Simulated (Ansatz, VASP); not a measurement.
# Two plane-wave programs on Li2S

File POSCAR:

```
Li2S
1.0
    0.0000000000      2.8452943747      2.8452943747
    2.8452943747      0.0000000000      2.8452943747
    2.8452943747      2.8452943747      0.0000000000
Li S
2 1
Direct
    0.2500000000      0.2500000000      0.2500000000
    0.7500000000      0.7500000000      0.7500000000
    0.0000000000      0.0000000000      0.0000000000
```

Contents of INCAR.step1:

```
SYSTEM = Li2S
PREC     = Accurate       ! precision mode
ENCUT    = 650            ! plane-wave cutoff, eV
EDIFF    = 1E-5           ! SCF threshold, eV
ISMEAR   = 0              ! smearing method
SIGMA    = 0.01           ! smearing width, eV
LREAL    = .FALSE.        ! projectors in reciprocal space
LASPH    = .TRUE.         ! aspherical terms in the spheres
NELM     = 120            ! most SCF steps
ALGO     = Normal         ! electronic algorithm
ISIF     = 2              ! what is computed and relaxed
LWAVE    = .TRUE.         ! write WAVECAR
LCHARG   = .FALSE.        ! write CHGCAR
NBANDS   = 13             ! bands
GGA      = PE             ! functional
GGA_COMPAT= .FALSE.
```

Contents of INCAR.step2:

```
SYSTEM = Li2S
PREC     = Accurate       ! precision mode
ENCUT    = 650            ! plane-wave cutoff, eV
EDIFF    = 1E-6           ! SCF threshold, eV
ISMEAR   = 0              ! smearing method
SIGMA    = 0.01           ! smearing width, eV
LREAL    = .FALSE.        ! projectors in reciprocal space
LASPH    = .TRUE.         ! aspherical terms in the spheres
NELM     = 120            ! most SCF steps
ALGO     = Normal         ! electronic algorithm
ISIF     = 2              ! what is computed and relaxed
LWAVE    = .FALSE.        ! write WAVECAR
LCHARG   = .FALSE.        ! write CHGCAR
GGA      = PE             ! functional
LHFCALC  = .TRUE.         ! exact exchange
AEXX     = 0.05           ! exact-exchange fraction
HFSCREEN = 0.2078         ! screening, 1/A
PRECFOCK = Normal       
NBANDS   = 13             ! bands
ISTART   = 1            
GGA_COMPAT= .FALSE.
```

The input KPOINTS:

```
Automatic mesh
0
G
  4 4 4
  0 0 0
```

Input for Ansatz:

```yaml
crystal:
  lattice:
    - [0.0, 2.8452943747, 2.8452943747]
    - [2.8452943747, 0.0, 2.8452943747]
    - [2.8452943747, 2.8452943747, 0.0]
  atoms:
    - { symbol: Li, position: [0.25, 0.25, 0.25] }
    - { symbol: Li, position: [0.75, 0.75, 0.75] }
    - { symbol: S, position: [0.0, 0.0, 0.0] }
kpoints:
  mp_grid: { grid: [4, 4, 4] }
hamiltonian:
  xc:
    exchange: pbe
    correlation: pbe
    exx: { coeff: 0.05, omega: 0.2078 }
scf:
  occupations: { method: fixed }
  n_extra_bands: 4
output:
  forces: true
  stress: true
  eigenvalues: true
```

Alike in both runs: task single point; functional PBE-based screened hybrid; k mesh 4 × 4 × 4; no spin polarisation.

|  | VASP | Ansatz |
| --- | --- | --- |
| version | VASP 6.6.1 | Ansatz 0.2.0 |
| potentials or method | VASP PAW PBE potentials, release 64 (Li_sv, S) | plane waves |
| plane-wave cutoff (eV) | 650 | 420 |
| occupations | gaussian, width 0.01 eV | fixed |
| valence electrons in the cell | 12 | 12 |

VASP gave:

* gap on the k mesh at the Fermi level (eV): 3.57
* pressure (GPa): 0.1

Q: Which values does Ansatz return?

A: gap on the k mesh at the Fermi level (eV): 3.57; pressure (GPa): 0.2.

VASP's potentials were made for PBE, not for PBE-based screened hybrid. Ansatz's warnings: stress exchange threshold loose, stress scf threshold loose.

The k mesh is coarse, so the values compare programs but aren't converged.
